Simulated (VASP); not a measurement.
Runs of VASP 6.6.1 on Ni. The structure is that of space group Fm-3m (No. 225), or close to it. The cells are those of the table. 

```tsv
cell	gap on the mesh (eV)	pressure (GPa)	moment (μB)
a = 2.508 Å, angles 60.0°, 1 atom	none	-10.7	(a)
a = 2.541 Å, angles 60.0°, 1 atom	none	-15.7	0.63
a = 2.458 Å, angles 60.0°, 1 atom	none	(b)	0.58
a = 2.525 Å, angles 60.0°, 1 atom	none	-13.4	0.62
a = 2.492 Å, angles 60.0°, 1 atom	none	-7.5	0.60
a = 2.441 Å, angles 60.0°, 1 atom	none	5.3	0.57
a = 2.475 Å, angles 60.0°, 1 atom	none	(d)	(c)
```

Alike in all rows: task single point; level PBE+D3(BJ); potentials or basis VASP PAW PBE potentials, release 64 (Ni); spin collinear, ferromagnetic start; k mesh 14 × 14 × 14; cutoff (eV) 520; smearing fermi-dirac 0.1 eV.

Question: Fill in the values left out.

Answer: (a) 0.61; (b) 0.5; (c) 0.59; (d) -3.8.

Caveats: three body term missing; pairwise dispersion overbinds metals, which lowers pressure and volume.

A gap of «none» marks levels without a gap at the run's occupations.
